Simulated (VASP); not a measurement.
Write the native input for VASP 6.6.1 that does the following.

```yaml
Task: single point
Functional: RPBE
Potentials_or_basis: VASP PAW PBE potentials, release 64 (B, As)
Cutoff: 500 eV
k_mesh: 8 × 8 × 8
Occupations: gaussian, width 0.05 eV
Spin: no spin polarisation
Dipole_correction: no
Further_INCAR_settings: ALGO = Normal; EDIFF = 1e-06; NBANDS = 11
```

The structure of BAs lies in POSCAR:

```
BAs
1.0
    0.0000000000      2.4044055122      2.4044055122
    2.4044055122      0.0000000000      2.4044055122
    2.4044055122      2.4044055122      0.0000000000
B As
1 1
Direct
    0.0000000000      0.0000000000      0.0000000000
    0.7500000000      0.7500000000      0.7500000000
```

This cell differs from its parent crystal: volume scaled by 0.98.

One way to write it, as run:

INCAR

```
SYSTEM = BAs
PREC = Accurate ; ENCUT = 500
EDIFF = 1E-6 ; ISMEAR = 0
SIGMA = 0.05 ; LREAL = .False.
LASPH = .True. ; NELM = 120
ALGO = Normal ; ISIF = 2
LWAVE = .False. ; LCHARG = .False.
GGA = RP ; NBANDS = 11
GGA_COMPAT = .False.
```

KPOINTS

```
Automatic mesh
0
Gamma
  8 8 8
  0 0 0
```

Potentials or basis: VASP PAW PBE potentials, release 64 (B, As).

Launch:

```sh
$ cat potpaw_PBE.64/B/POTCAR potpaw_PBE.64/As/POTCAR > POTCAR
$ mpirun -np 1 vasp_std > vasp.out
```

It gave:

```yaml
Pressure: 3.1 GPa
Band_gap_on_the_k_mesh: 1.24 eV, indirect (least direct gap 3.25 eV)
```

Caveat: the PAW data sets were made with another functional, which shifts forces and pressure a little.

It took 17 s on 1 thread of Intel Xeon 8259CL (shared host), peak memory 0.16 GiB.
